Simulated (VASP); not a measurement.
# MoS2 (base) (P6_3/mmc) in VASP: single point with PBE+D3(BJ)

Aim: the single point of MoS2 (base) with PBE+D3(BJ).

Everything below comes from runs of VASP 6.6.1. Logs are shortened: lines on timing, memory, paths and dates and some standing lists are left out, and cuts for length are marked.

**The experiment to reproduce.**

From “Multiwavelength excitation Raman Scattering Analysis of bulk and 2 dimensional MoS2: Vibrational properties of atomically thin MoS2 layers”, 2015, arxiv:1506.03228, for a bulk crystal of MoS2 at 300 K: band gap 1.3 eV (indirect).

The runs below are set against these values where they give the same quantity.

## Step 1: The cell of the first run

The structure is hexagonal, space group P6_3/mmc (No. 194). Conventional cell: a = 3.149 Å, b = 3.149 Å, c = 12.089 Å, α = 90.00°, β = 90.00°, γ = 120.00°. Within 3.2 Å of Mo (site symmetry -6m2) lie 6 S at 2.40 Å and 6 Mo at 3.15 Å. S (site symmetry 3m) has 3 Mo at 2.40 Å and 7 S at 3.13 to 3.15 Å within 3.2 Å.

## Step 2: Single point, PBE+D3(BJ)

The input, INCAR:

```
SYSTEM = MoS2
PREC     = Accurate       ! precision mode
ENCUT    = 520            ! plane-wave cutoff, eV
EDIFF    = 1E-6           ! SCF threshold, eV
ISMEAR   = 0              ! smearing method
SIGMA    = 0.02           ! smearing width, eV
LREAL    = .False.        ! projectors in reciprocal space
LASPH    = .True.         ! aspherical terms in the spheres
NELM     = 100            ! most SCF steps
ALGO     = Normal         ! electronic algorithm
ISIF     = 2              ! what is computed and relaxed
LWAVE    = .False.        ! write WAVECAR
LCHARG   = .False.        ! write CHGCAR
GGA      = PE             ! functional
IVDW     = 12             ! dispersion correction
NBANDS   = 35             ! bands
```

The input, KPOINTS:

```
regular mesh
0
Gamma
  12 12 4
  0 0 0
```

The input, POSCAR:

```
MoS2
1.0
    3.1492940964      0.0000000000      0.0000000000
   -1.5746470482      2.7273686915      0.0000000000
    0.0000000000      0.0000000000     12.0891083602
Mo S
2 4
Direct
    0.3333333333      0.6666666667      0.2500000000
    0.6666666667      0.3333333333      0.7500000000
    0.3333333333      0.6666666667      0.6204763100
    0.6666666667      0.3333333333      0.1204763100
    0.3333333333      0.6666666667      0.8795236900
    0.6666666667      0.3333333333      0.3795236900
```

Potentials or basis: VASP PAW PBE potentials, release 64 (Mo_sv, S).

Launch:

```
$ cat potpaw_PBE.64/Mo_sv/POTCAR potpaw_PBE.64/S/POTCAR > POTCAR
$ mpirun -np 1 vasp_std > vasp.out
```

OUTCAR:

```text
SYSTEM = MoS2
   PREC = Accurate
   ENCUT = 520
   EDIFF = 1E-6
   ISMEAR = 0
   LREAL = .False.
   LASPH = .True.
   NELM = 100
   ISIF = 2
   GGA = PE
   IVDW = 12
 IVDW          = 12

 ion  position               nearest neighbor table
   1  0.333  0.667  0.250-   4 2.40   6 2.40   4 2.40   6 2.40   4 2.40   6 2.40
   2  0.667  0.333  0.750-   3 2.40   5 2.40   3 2.40   5 2.40   3 2.40   5 2.40
   3  0.333  0.667  0.620-   2 2.40   2 2.40   2 2.40
   4  0.667  0.333  0.120-   1 2.40   1 2.40   1 2.40
   5  0.333  0.667  0.880-   2 2.40   2 2.40   2 2.40
   6  0.667  0.333  0.380-   1 2.40   1 2.40   1 2.40

  LATTYP: Found a hexagonal cell.
 ALAT       =     3.1492940964
 C/A-ratio  =     3.8386724104

  Lattice vectors:

 A1 = (   3.1492940964,   0.0000000000,   0.0000000000)
 A2 = (  -1.5746470482,   2.7273686915,   0.0000000000)
 A3 = (   0.0000000000,   0.0000000000,  12.0891083602)

Analysis of symmetry for initial positions (statically):
=====================================================================
 Subroutine PRICEL returns:
 Original cell was already a primitive cell.

 Routine SETGRP: Setting up the symmetry group for a
 hexagonal supercell.

 Subroutine GETGRP returns: Found 24 space group operations
 (whereof 12 operations were pure point group operations)
 out of a pool of 24 trial point group operations.

The static configuration has the point symmetry D_3d.
 The point group associated with its full space group is D_6h.

Analysis of symmetry for dynamics (positions and initial velocities):
=====================================================================
 Subroutine PRICEL returns:
 Original cell was already a primitive cell.

 Routine SETGRP: Setting up the symmetry group for a
 hexagonal supercell.

 Subroutine GETGRP returns: Found 24 space group operations
 (whereof 12 operations were pure point group operations)
 out of a pool of 24 trial point group operations.

The dynamic configuration has the point symmetry D_3d.
 The point group associated with its full space group is D_6h.

 Subroutine INISYM returns: Found 24 space group operations
 (whereof 12 operations are pure point group operations),
 and found     1 'primitive' translations

----------------------------------------------------------------------------------------

                                     Primitive cell

  volume of cell :     103.8368

  direct lattice vectors                    reciprocal lattice vectors
     3.149294096  0.000000000  0.000000000     0.317531475  0.183326883  0.000000000
    -1.574647048  2.727368692  0.000000000     0.000000000  0.366653765  0.000000000
     0.000000000  0.000000000 12.089108360     0.000000000  0.000000000  0.082719086

  length of vectors
     3.149294096  3.149294096 12.089108360     0.366653765  0.366653765  0.082719086

  position of ions in fractional coordinates (direct lattice)
     0.333333333  0.666666667  0.250000000
     0.666666667  0.333333333  0.750000000
     0.333333333  0.666666667  0.620476310
     0.666666667  0.333333333  0.120476310
     0.333333333  0.666666667  0.879523690
     0.666666667  0.333333333  0.379523690

  ion indices of the primitive-cell ions
   primitive index   ion index
                 1           1
                 2           2
                 3           3
                 4           4
                 5           5
                 6           6

----------------------------------------------------------------------------------------

 KPOINTS: regular mesh

Automatic generation of k-mesh.
 Grid dimensions read from file:
 generate k-points for:   12   12    4

 Generating k-lattice:

  Cartesian coordinates                     Fractional coordinates (reciprocal lattice)
     0.026460956  0.015277240  0.000000000     0.083333333  0.000000000  0.000000000
     0.000000000  0.030554480  0.000000000     0.000000000  0.083333333  0.000000000
     0.000000000  0.000000000  0.020679772     0.000000000  0.000000000  0.250000000

  Length of vectors
     0.030554480  0.030554480  0.020679772

  Shift w.r.t. Gamma in fractional coordinates (k-lattice)
     0.000000000  0.000000000  0.000000000

 Subroutine IBZKPT returns following result:
 ===========================================

 Found     57 irreducible k-points:

 Following reciprocal coordinates:
            Coordinates               Weight
  0.000000  0.000000  0.000000      1.000000
  0.083333 -0.000000  0.000000      6.000000
  0.166667 -0.000000  0.000000      6.000000
  0.250000  0.000000  0.000000      6.000000
  0.333333  0.000000  0.000000      6.000000
  0.416667 -0.000000  0.000000      6.000000
[... 16 lines left out ...]
  0.250000  0.000000  0.250000     12.000000
  0.333333  0.000000  0.250000     12.000000
 [... further k-points ...]
   k-points           NKPTS =     57   k-points in BZ     NKDIM =     57   number of bands    NBANDS=     35
   number of dos      NEDOS =    301   number of ions     NIONS =      6
   total plane-waves  NPLWV =  51840
   dimension x,y,z NGX =    24 NGY =   24 NGZ =   90
   dimension x,y,z NGXF=    48 NGYF=   48 NGZF=  180
   ions per type =               2   4
   NGX,Y,Z   is equivalent  to a cutoff of  12.67, 12.67, 12.38 a.u.
   NGXF,Y,Z  is equivalent  to a cutoff of  25.34, 25.34, 24.75 a.u.
 SYSTEM =  MoS2
   PREC   = accura    normal or accurate (medium, high low for compatibility)
   ISTART =      0    job   : 0-new  1-cont  2-samecut
   ICHARG =      2    charge: 1-file 2-atom 10-const
   ISPIN  =      1    spin polarized calculation?
   LNONCOLLINEAR =      F non collinear calculations
   LSORBIT =      F    spin-orbit coupling
   LASPH  =      T    aspherical Exc in radial PAW
   ENCUT  =  520.0 eV  38.22 Ry    6.18 a.u.   5.86  5.86 22.48*2*pi/ulx,y,z
   NELM   =    100;   NELMIN=  2; NELMDL= -5     # of ELM steps
   EDIFF  = 0.1E-05   stopping-criterion for ELM
   LREAL  =      F    real-space projection
   EDIFFG = 0.1E-04   stopping-criterion for IOM
   NSW    =      0    number of steps for IOM
   IBRION =     -1    ionic relax: 0-MD 1-quasi-New 2-CG
   NFREE  =      0    steps in history (QN), initial steepest desc. (CG)
   ISIF   =      2    stress and relaxation
   ISYM   =      2    0-nonsym 1-usesym 2-fastsym
   POTIM  = 0.5000    time-step for ionic-motion
   TEBEG  =    0.0;   TEEND  =   0.0 temperature during run
   PSTRESS=    0.0 pullay stress
   NELECT =      52.0000    total number of electrons
   NUPDOWN=      -1.0000    fix difference up-down
   EMIN   =  10.00;   EMAX   =-10.00  energy-range for DOS
   EFERMI =   0.00;   METHOD = LEGACY
   ISMEAR =     0;   SIGMA  =   0.02  broadening in eV -4-tet -1-fermi 0-gaus
   EFERMI_NEDOS =   21; number of points for ismear=-14 and -15
   IALGO  =     38    algorithm
   IMIX   =      4    mixing-type and parameters
     AMIX     =   0.40;   BMIX     =  1.00
     AMIX_MAG =   1.60;   BMIX_MAG =  1.00
  volume/ion in A,a.u.               =      17.31       116.79
  Fermi-wavevector in a.u.,A,eV,Ry     =   1.300046  2.456731 22.995485  1.690120
  Thomas-Fermi vector in A             =   2.431271
   LORBIT       =      0    0 simple, 1 ext, 2 COOP (PROOUT), +10 PAW based schemes
   GGA     = PE    functional components
   LHFCALC =     F    Hartree Fock is set to
   AEXX    =    0.0000 exact exchange contribution
   IVDW    =    12    specifies the selected vdW correction
   LEPSILON=     F    determine dielectric tensor
   LRPA    =     F    only Hartree local field effects (RPA)
 non-spin polarized calculation
 Gauss-broadening in eV      SIGMA  =   0.02
  energy-cutoff  :      520.00
  volume of cell :      103.84
 maximum number of plane-waves:      2820
 NGX is ok and might be reduce to    24
   NGX = 11   NGY = 11   NGZ = 45

 number of electron      52.0000003 magnetization

 Free energy of the ion-electron system (eV)
  ---------------------------------------------------
  ext. energy  EPLUGINS =         0.00000000
  ---------------------------------------------------
  free energy    TOTEN  =       -43.54504714 eV

  energy without entropy =      -43.54504714  energy(sigma->0) =      -43.54504714

 E-fermi :   8.0463     XC(G=0): -11.0154

 val. band max:        7.9483790593   @ k =   0.0000   0.0000   0.0000
 cond. band min:       8.7480476973   @ k =   0.1667   0.1667   0.0000
 fundamental gap:      0.7996686380
 Fermi energy:         8.0463319494

 k-point     1 :       0.0000    0.0000    0.0000
  band No.  band energies     occupation
      1     -53.5897      2.00000
      2     -53.5897      2.00000
      3     -27.7535      2.00000
      4     -27.7534      2.00000
      5     -27.5120      2.00000
      6     -27.5120      2.00000
[... 27 lines left out ...]
     34      10.4025      0.00000
     35      13.5874      0.00000

 k-point     2 :       0.0833   -0.0000    0.0000
  band No.  band energies     occupation
      1     -53.5868      2.00000
      2     -53.5868      2.00000
      3     -27.7479      2.00000
      4     -27.7478      2.00000
      5     -27.5405      2.00000
      6     -27.5405      2.00000
[... 27 lines left out ...]
     34      10.2968      0.00000
     35      14.0859      0.00000

 k-point     3 :       0.1667   -0.0000    0.0000
  band No.  band energies     occupation
      1     -53.5790      2.00000
      2     -53.5790      2.00000
      3     -27.7326      2.00000
      4     -27.7325      2.00000
      5     -27.6177      2.00000
      6     -27.6177      2.00000
[... 27 lines left out ...]
     34      10.7475      0.00000
     35      15.1043      0.00000
[... 723 lines left out ...]
 k-point    23 :       0.2500    0.0000    0.2500
  band No.  band energies     occupation
      1     -53.5682      2.00000
      2     -53.5682      2.00000
      3     -27.7217      2.00000
      4     -27.7217      2.00000
      5     -27.7115      2.00000
      6     -27.7115      2.00000
[... 27 lines left out ...]
     34      11.1950      0.00000
     35      15.3057      0.00000

 k-point    24 :       0.3333    0.0000    0.2500
  band No.  band energies     occupation
      1     -53.5574      2.00000
      2     -53.5574      2.00000
      3     -27.8241      2.00000
      4     -27.8241      2.00000
      5     -27.6904      2.00000
      6     -27.6904      2.00000
[... 27 lines left out ...]
     34      11.5370      0.00000
     35      14.5179      0.00000

 [... further k-points ...]

------------------------ aborting loop because EDIFF is reached ----------------------------------------

 Edisp (eV)   -2.62533

 E8    (eV) :    -1.0586

  FORCE on cell =-STRESS in cart. coord.  units (eV):
  Direction    XX          YY          ZZ          XY          YZ          ZX
  --------------------------------------------------------------------------------------
  -------------------------------------------------------------------------------------
  Total      -0.08202    -0.08202    -0.12138     0.00000     0.00000     0.00000
  in kB      -1.26559    -1.26559    -1.87286     0.00000     0.00000     0.00000
  external pressure =       -1.47 kB  Pullay stress =        0.00 kB

 VOLUME and BASIS-vectors are now :
 -----------------------------------------------------------------------------
  energy-cutoff  :      520.00
  volume of cell :      103.84
      direct lattice vectors                 reciprocal lattice vectors
     3.149294096  0.000000000  0.000000000     0.317531475  0.183326883  0.000000000
    -1.574647048  2.727368692  0.000000000     0.000000000  0.366653765  0.000000000
     0.000000000  0.000000000 12.089108360     0.000000000  0.000000000  0.082719086

 POSITION                                       TOTAL-FORCE (eV/Angst)
 -----------------------------------------------------------------------------------
     -0.00000      1.81825      3.02228        -0.000000      0.000000      0.000000
      1.57465      0.90912      9.06683         0.000000      0.000000      0.000000
     -0.00000      1.81825      7.50101        -0.000000     -0.000000      0.013307
      1.57465      0.90912      1.45645        -0.000000      0.000000      0.013307
     -0.00000      1.81825     10.63266         0.000000     -0.000000     -0.013307
      1.57465      0.90912      4.58810        -0.000000      0.000000     -0.013307
 -----------------------------------------------------------------------------------
    total drift:                               -0.000000      0.000000     -0.000000

  FREE ENERGIE OF THE ION-ELECTRON SYSTEM (eV)
  ---------------------------------------------------
  free  energy   TOTEN  =       -46.1703796994 eV

  energy  without entropy=      -46.1703796994  energy(sigma->0) =      -46.17037970
```

Run time: 83 s. Hardware: 1 thread of Intel Xeon 6975P-C (Granite Rapids), shared host; peak memory 0.33 GiB.

What came out:

```yaml
Free_energy: -46.1704 eV
Pressure: -0.1 GPa
Largest_force: 0.013 eV/Å
Band_gap_on_the_k_mesh: 0.80 eV, indirect (least direct gap 1.70 eV)
Dispersion_energy_per_atom: -0.438 eV
```

Forces on the atoms (eV/Å):
```
Mo   0.000  0.000  0.000
Mo   0.000  0.000  0.000
S    0.000  0.000  0.013
S    0.000  0.000  0.013
S    0.000  0.000 -0.013
S    0.000  0.000 -0.013
```

Levels at points of the mesh, in eV from the valence-band top:
| k point | band 23 | band 24 | band 25 | band 26 | band 27 | band 28 | band 29 | band 30 |
| --- | --- | --- | --- | --- | --- | --- | --- | --- |
| (0.00, 0.00, 0.00) | -2.15 | -1.27 | -1.11 | 0.00 | 2.09 | 2.09 | 2.13 | 2.13 |
| (0.50, 0.00, 0.00) | -1.78 | -1.52 | -1.49 | -1.33 | 1.62 | 1.68 | 1.99 | 2.31 |
| (0.00, 0.00, 0.50) | -2.18 | -2.18 | -0.26 | -0.26 | 2.10 | 2.10 | 2.10 | 2.10 |
| (0.50, 0.00, 0.50) | -1.65 | -1.65 | -1.40 | -1.40 | 1.65 | 1.65 | 2.17 | 2.17 |

## Step 3: How close it comes

Step 2. Measured gap of MoS2: 1.3 eV (indirect; 300 K; “Multiwavelength excitation Raman Scattering Analysis of bulk and 2 dimensional MoS2: Vibrational properties of atomically thin MoS2 layers”, 2015, arxiv:1506.03228). This calculation gives 0.80 eV (-0.50 eV). Spin-orbit coupling on Mo is left out. The value is that of PBE+D3(BJ) on a finite k mesh, which can miss the band edges, without temperature or zero-point motion. Semilocal functionals fall short of measured gaps as a rule.
